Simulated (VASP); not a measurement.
# Ta3Sb (Pm-3n) in VASP: relaxation of cell and atoms with LDA

Aim: the relaxation of cell and atoms of Ta3Sb with LDA.

Everything below comes from runs of VASP 6.6.1. Logs are shortened: lines on timing, memory, paths and dates and some standing lists are left out, and cuts for length are marked.

## Step 1: The cell of the first run

The structure is cubic, space group Pm-3n (No. 223). Conventional cell: a = 5.265 Å, b = 5.265 Å, c = 5.265 Å, α = 90.00°, β = 90.00°, γ = 90.00°. Ta (site symmetry -4m2) has 10 Ta at 2.63 to 3.22 Å and 4 Sb at 2.94 Å within 3.5 Å. Within 3.9 Å of Sb (site symmetry m-3) lie 12 Ta at 2.94 Å.

## Step 2: Relaxation of cell and atoms, LDA

INCAR

```
SYSTEM = Ta3Sb
  PREC = Accurate
  ENCUT = 500
  EDIFF = 1E-7
  ISMEAR = -1
  SIGMA = 0.1
  LREAL = .FALSE.
  LASPH = .TRUE.
  NELM = 120
  ALGO = Normal
  ISIF = 3
  LWAVE = .FALSE.
  LCHARG = .FALSE.
  IBRION = 2
  NSW = 80
  EDIFFG = -0.02
  GGA_COMPAT = .FALSE.
  NELMIN = 4
```

KPOINTS

```
Automatic mesh
0
G
  4 4 4
  0 0 0
```

POSCAR

```
Ta3Sb
1.0
    5.2650000000      0.0000000000      0.0000000000
    0.0000000000      5.2650000000      0.0000000000
    0.0000000000      0.0000000000      5.2650000000
Ta Sb
6 2
Direct
    0.2500000000      0.0000000000      0.5000000000
    0.5000000000      0.7500000000      0.0000000000
    0.7500000000      0.0000000000      0.5000000000
    0.5000000000      0.2500000000      0.0000000000
    0.0000000000      0.5000000000      0.7500000000
    0.0000000000      0.5000000000      0.2500000000
    0.0000000000      0.0000000000      0.0000000000
    0.5000000000      0.5000000000      0.5000000000
```

Potentials or basis: VASP PAW LDA potentials, release 64 (Ta_sv_GW, Sb_d_GW).

Launch:

```sh
cat potpaw_LDA.64/Ta_sv_GW/POTCAR potpaw_LDA.64/Sb_d_GW/POTCAR > POTCAR
mpirun -np 1 vasp_std > vasp.out
```

OUTCAR:

```text
SYSTEM = Ta3Sb
   PREC = Accurate
   ENCUT = 500
   EDIFF = 1E-7
   ISMEAR = -1
   LREAL = .FALSE.
   LASPH = .TRUE.
   NELM = 120
   ISIF = 3
   IBRION = 2
   NSW = 80
   EDIFFG = -0.02
   NELMIN = 4

 ion  position               nearest neighbor table
   1  0.250  0.000  0.500-   3 2.63   3 2.63   8 2.94   7 2.94   8 2.94   7 2.94   4 3.22   2 3.22
                             4 3.22   5 3.22   5 3.22   6 3.22   6 3.22   2 3.22
   2  0.500  0.750  0.000-   4 2.63   4 2.63   8 2.94   8 2.94   7 2.94   7 2.94   1 3.22   1 3.22
                             3 3.22   5 3.22   6 3.22   5 3.22   6 3.22   3 3.22
   3  0.750  0.000  0.500-   1 2.63   1 2.63   8 2.94   7 2.94   8 2.94   7 2.94   4 3.22   2 3.22
                             4 3.22   5 3.22   5 3.22   6 3.22   6 3.22   2 3.22
   4  0.500  0.250  0.000-   2 2.63   2 2.63   8 2.94   8 2.94   7 2.94   7 2.94   3 3.22   1 3.22
                             3 3.22   5 3.22   6 3.22   5 3.22   6 3.22   1 3.22
   5  0.000  0.500  0.750-   6 2.63   6 2.63   8 2.94   7 2.94   7 2.94   8 2.94   3 3.22   4 3.22
                             1 3.22   3 3.22   1 3.22   2 3.22   4 3.22   2 3.22
   6  0.000  0.500  0.250-   5 2.63   5 2.63   8 2.94   7 2.94   7 2.94   8 2.94   3 3.22   4 3.22
                             1 3.22   3 3.22   1 3.22   2 3.22   4 3.22   2 3.22
   7  0.000  0.000  0.000-   1 2.94   2 2.94   3 2.94   4 2.94   5 2.94   6 2.94   1 2.94   3 2.94
                             5 2.94   6 2.94   2 2.94   4 2.94
   8  0.500  0.500  0.500-   1 2.94   2 2.94   3 2.94   4 2.94   5 2.94   6 2.94   2 2.94   4 2.94
                             1 2.94   3 2.94   5 2.94   6 2.94

  LATTYP: Found a simple cubic cell.
 ALAT       =     5.2650000000

  Lattice vectors:

 A1 = (   5.2650000000,   0.0000000000,   0.0000000000)
 A2 = (   0.0000000000,   5.2650000000,   0.0000000000)
 A3 = (   0.0000000000,   0.0000000000,   5.2650000000)

Analysis of symmetry for initial positions (statically):
=====================================================================
 Subroutine PRICEL returns:
 Original cell was already a primitive cell.

 Routine SETGRP: Setting up the symmetry group for a
 simple cubic supercell.

 Subroutine GETGRP returns: Found 48 space group operations
 (whereof 24 operations were pure point group operations)
 out of a pool of 48 trial point group operations.

The static configuration has the point symmetry T_h .
 The point group associated with its full space group is O_h .

Analysis of symmetry for dynamics (positions and initial velocities):
=====================================================================
 Subroutine PRICEL returns:
 Original cell was already a primitive cell.

 Routine SETGRP: Setting up the symmetry group for a
 simple cubic supercell.

 Subroutine GETGRP returns: Found 48 space group operations
 (whereof 24 operations were pure point group operations)
 out of a pool of 48 trial point group operations.

The dynamic configuration has the point symmetry T_h .
 The point group associated with its full space group is O_h .

 Subroutine INISYM returns: Found 48 space group operations
 (whereof 24 operations are pure point group operations),
 and found     1 'primitive' translations

----------------------------------------------------------------------------------------

                                     Primitive cell

  volume of cell :     145.9470

  direct lattice vectors                    reciprocal lattice vectors
     5.265000000  0.000000000  0.000000000     0.189933523  0.000000000  0.000000000
     0.000000000  5.265000000  0.000000000     0.000000000  0.189933523  0.000000000
     0.000000000  0.000000000  5.265000000     0.000000000  0.000000000  0.189933523

  length of vectors
     5.265000000  5.265000000  5.265000000     0.189933523  0.189933523  0.189933523

  position of ions in fractional coordinates (direct lattice)
     0.250000000  0.000000000  0.500000000
     0.500000000  0.750000000  0.000000000
     0.750000000  0.000000000  0.500000000
     0.500000000  0.250000000  0.000000000
     0.000000000  0.500000000  0.750000000
     0.000000000  0.500000000  0.250000000
     0.000000000  0.000000000  0.000000000
     0.500000000  0.500000000  0.500000000

  ion indices of the primitive-cell ions
   primitive index   ion index
                 1           1
                 2           2
                 3           3
                 4           4
                 5           5
                 6           6
                 7           7
                 8           8

----------------------------------------------------------------------------------------

 KPOINTS: Automatic mesh

Automatic generation of k-mesh.
 Grid dimensions read from file:
 generate k-points for:    4    4    4

 Generating k-lattice:

  Cartesian coordinates                     Fractional coordinates (reciprocal lattice)
     0.047483381  0.000000000  0.000000000     0.250000000  0.000000000  0.000000000
     0.000000000  0.047483381  0.000000000     0.000000000  0.250000000  0.000000000
     0.000000000  0.000000000  0.047483381     0.000000000  0.000000000  0.250000000

  Length of vectors
     0.047483381  0.047483381  0.047483381

  Shift w.r.t. Gamma in fractional coordinates (k-lattice)
     0.000000000  0.000000000  0.000000000

 Subroutine IBZKPT returns following result:
 ===========================================

 Found     10 irreducible k-points:

 Following reciprocal coordinates:
            Coordinates               Weight
  0.000000  0.000000  0.000000      1.000000
  0.250000  0.000000  0.000000      6.000000
  0.500000  0.000000  0.000000      3.000000
  0.250000  0.250000  0.000000     12.000000
  0.500000  0.250000  0.000000     12.000000
  0.500000  0.500000  0.000000      3.000000
  0.250000  0.250000  0.250000      8.000000
  0.500000  0.250000  0.250000     12.000000
  0.500000  0.500000  0.250000      6.000000
  0.500000  0.500000  0.500000      1.000000
   k-points           NKPTS =     10   k-points in BZ     NKDIM =     10   number of bands    NBANDS=     64
   number of dos      NEDOS =    301   number of ions     NIONS =      8
   total plane-waves  NPLWV =  64000
   dimension x,y,z NGX =    40 NGY =   40 NGZ =   40
   dimension x,y,z NGXF=    80 NGYF=   80 NGZF=   80
   ions per type =               6   2
   NGX,Y,Z   is equivalent  to a cutoff of  12.63, 12.63, 12.63 a.u.
   NGXF,Y,Z  is equivalent  to a cutoff of  25.26, 25.26, 25.26 a.u.
 SYSTEM =  Ta3Sb
   PREC   = accura    normal or accurate (medium, high low for compatibility)
   ISTART =      0    job   : 0-new  1-cont  2-samecut
   ICHARG =      2    charge: 1-file 2-atom 10-const
   ISPIN  =      1    spin polarized calculation?
   LNONCOLLINEAR =      F non collinear calculations
   LSORBIT =      F    spin-orbit coupling
   LASPH  =      T    aspherical Exc in radial PAW
   ENCUT  =  500.0 eV  36.75 Ry    6.06 a.u.   9.60  9.60  9.60*2*pi/ulx,y,z
   NELM   =    120;   NELMIN=  4; NELMDL= -5     # of ELM steps
   EDIFF  = 0.1E-06   stopping-criterion for ELM
   LREAL  =      F    real-space projection
   EDIFFG = -.2E-01   stopping-criterion for IOM
   NSW    =     80    number of steps for IOM
   IBRION =      2    ionic relax: 0-MD 1-quasi-New 2-CG
   NFREE  =      1    steps in history (QN), initial steepest desc. (CG)
   ISIF   =      3    stress and relaxation
   ISYM   =      2    0-nonsym 1-usesym 2-fastsym
   POTIM  = 0.5000    time-step for ionic-motion
   TEBEG  =    0.0;   TEEND  =   0.0 temperature during run
   PSTRESS=    0.0 pullay stress
   NELECT =     108.0000    total number of electrons
   NUPDOWN=      -1.0000    fix difference up-down
   EMIN   =  10.00;   EMAX   =-10.00  energy-range for DOS
   EFERMI =   0.00;   METHOD = LEGACY
   ISMEAR =    -1;   SIGMA  =   0.10  broadening in eV -4-tet -1-fermi 0-gaus
   EFERMI_NEDOS =   21; number of points for ismear=-14 and -15
   IALGO  =     38    algorithm
   IMIX   =      4    mixing-type and parameters
     AMIX     =   0.40;   BMIX     =  1.00
     AMIX_MAG =   1.60;   BMIX_MAG =  1.00
  volume/ion in A,a.u.               =      18.24       123.11
  Fermi-wavevector in a.u.,A,eV,Ry     =   1.480759  2.798229 29.832776  2.192647
  Thomas-Fermi vector in A             =   2.594753
   LORBIT       =      0    0 simple, 1 ext, 2 COOP (PROOUT), +10 PAW based schemes
   GGA     = CA    functional components
   LHFCALC =     F    Hartree Fock is set to
   AEXX    =    0.0000 exact exchange contribution
   IVDW    =     0    specifies the selected vdW correction
   LEPSILON=     F    determine dielectric tensor
   LRPA    =     F    only Hartree local field effects (RPA)
 conjugate gradient relaxation of ions
 non-spin polarized calculation
  energy-cutoff  :      500.00
  volume of cell :      145.95
 maximum number of plane-waves:      3743
 NGX is ok and might be reduce to    40
   NGX = 19   NGY = 19   NGZ = 19

--------------------------------------- Ionic step        1  -------------------------------------------

 number of electron     107.9999995 magnetization

 Free energy of the ion-electron system (eV)
  ---------------------------------------------------
  ext. energy  EPLUGINS =         0.00000000
  ---------------------------------------------------
  free energy    TOTEN  =      -102.72778412 eV

  energy without entropy =     -102.63216037  energy(sigma->0) =     -102.67997224

------------------------ aborting loop because EDIFF is reached ----------------------------------------

  FORCE on cell =-STRESS in cart. coord.  units (eV):
  Direction    XX          YY          ZZ          XY          YZ          ZX
  --------------------------------------------------------------------------------------
  -------------------------------------------------------------------------------------
  Total       -6.9136769     -6.9136769     -6.9136769     -0.0000000     -0.0000000      0.0000000
  in kB      -75.8969865    -75.8969865    -75.8969865     -0.0000000     -0.0000000      0.0000000
  external PRESSURE =     -75.8969865 kB  Pullay stress =       0.0000000 kB
[... 111 lines left out ...]
  energy  without entropy=     -102.7722271804  energy(sigma->0) =     -102.81712095

--------------------------------------- Ionic step        4  -------------------------------------------

 number of electron     107.9999991 magnetization

 Free energy of the ion-electron system (eV)
  ---------------------------------------------------
  ext. energy  EPLUGINS =         0.00000000
  ---------------------------------------------------
  free energy    TOTEN  =      -102.86216827 eV

  energy without entropy =     -102.77253646  energy(sigma->0) =     -102.81735236

 E-fermi :  11.0711     XC(G=0): -13.3152

 val. band max:       11.0406419310   @ k =   0.5000   0.5000   0.0000
 cond. band min:      11.3010874619   @ k =   0.0000   0.0000   0.0000
 fundamental gap:      0.2604455310
 Fermi energy:        11.0710834044

 k-point     1 :       0.0000    0.0000    0.0000
  band No.  band energies     occupation
      1     -56.1337      2.00000
      2     -56.0947      2.00000
      3     -56.0947      2.00000
      4     -55.9467      2.00000
      5     -55.9467      2.00000
      6     -55.9467      2.00000
[... 694 lines left out ...]
  FREE ENERGIE OF THE ION-ELECTRON SYSTEM (eV)
  ---------------------------------------------------
  free  energy   TOTEN  =      -102.8621682670 eV

  energy  without entropy=     -102.7725364597  energy(sigma->0) =     -102.81735236

 reached required accuracy - stopping structural energy minimisation
```

It took 4.4 min on 1 thread of Intel Xeon 6975P-C (Granite Rapids), shared host; peak memory 0.26 GiB.

What came out:

```yaml
Free_energy: -102.8622 eV
Relaxed_volume: 17.56 Å³/atom
Relaxed_cell: a = 5.198 Å, b = 5.198 Å, c = 5.198 Å, α = 90.00°, β = 90.00°, γ = 90.00°
Space_group_after_relaxing_to_0.1_Å: Pm-3n (No. 223)
Energy_gained_by_relaxing: 16.8 meV/atom
Ionic_steps: 4
Pressure_after_relaxing: 0.0 GPa
Band_gap_on_the_k_mesh: zero (bands 54 and 55 overlap by 0.52 eV)
```

The path:
| step | energy change (eV) | largest force (eV/Å) | pressure (GPa) | volume (Å³) |
| --- | --- | --- | --- | --- |
| 1 | 0.0000 | 0.0000 | -7.59 | 145.95 |
| 2 | 0.6733 | 0.0000 | 23.28 | 128.44 |
| 3 | -0.1342 | 0.0000 | -0.27 | 140.64 |
| 4 | -0.1344 | 0.0000 | -0.03 | 140.48 |

Final structure:
```
CELL_PARAMETERS angstrom
5.19845 0.00000 0.00000
0.00000 5.19845 0.00000
0.00000 0.00000 5.19845
ATOMIC_POSITIONS crystal
Ta 0.25000 0.00000 0.50000
Ta 0.50000 0.75000 0.00000
Ta 0.75000 0.00000 0.50000
Ta 0.50000 0.25000 0.00000
Ta 0.00000 0.50000 0.75000
Ta 0.00000 0.50000 0.25000
Sb 0.00000 0.00000 0.00000
Sb 0.50000 0.50000 0.50000
```

Caveat: spin-orbit coupling is left out, which moves the levels of the heavy elements. LDA usually gives volumes a few per cent too small.

The gap in the log of VASP goes by the Fermi energy; the results here count the filled bands.